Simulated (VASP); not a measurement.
Hg:

```
Hg
1.0
     2.23398   -2.04586    0.00000
     2.23398    2.04586    0.00000
    -0.34874    0.00000    3.03980
Hg
1
Direct
  0.50000 0.50000 0.50000
```

Base run:

- Program: VASP 6.6.1
- Functional: RPBE
- Potentials or basis: VASP PAW PBE potentials, release 64 (Hg)
- Cutoff: 500 eV
- k mesh: 6 × 6 × 6
- Occupations: gaussian, width 0.1 eV
- Spin: no spin polarisation

Its results: band gap on the k mesh zero (band 6 reaches 5.17 eV, above the bottom of band 7 at 0.30 eV); pressure 2.9 GPa.

Task: After a change of settings the same cell gave: band gap on the k mesh zero (band 6 reaches 5.16 eV, above the bottom of band 7 at 0.20 eV); pressure -0.7 GPa. Which change was it?
A. functional from RPBE to PBE; cutoff from 500 eV to 520 eV; hubbard terms from none to Hg d U = 8.8 eV, J = 0.41 eV
B. functional from RPBE to PBE; cutoff from 500 eV to 520 eV; further incar settings from ALGO = Normal; EDIFF = 1e-06; NBANDS = 12 to ALGO = Normal; EDIFF = 1e-07; NBANDS = 12
C. functional from RPBE to PBE; dispersion from none to D4
D. functional from RPBE to PBE; occupations from gaussian, width 0.1 eV to fermi-dirac, width 0.25852 eV

Result: A.

Caveats: spin-orbit coupling is left out, which moves the levels of the heavy elements; the PAW data sets were made with another functional, which shifts forces and pressure a little (some runs); U without spin polarisation on a metal has little footing (some runs); the U is typed as a test and isn't derived for this compound (some runs).
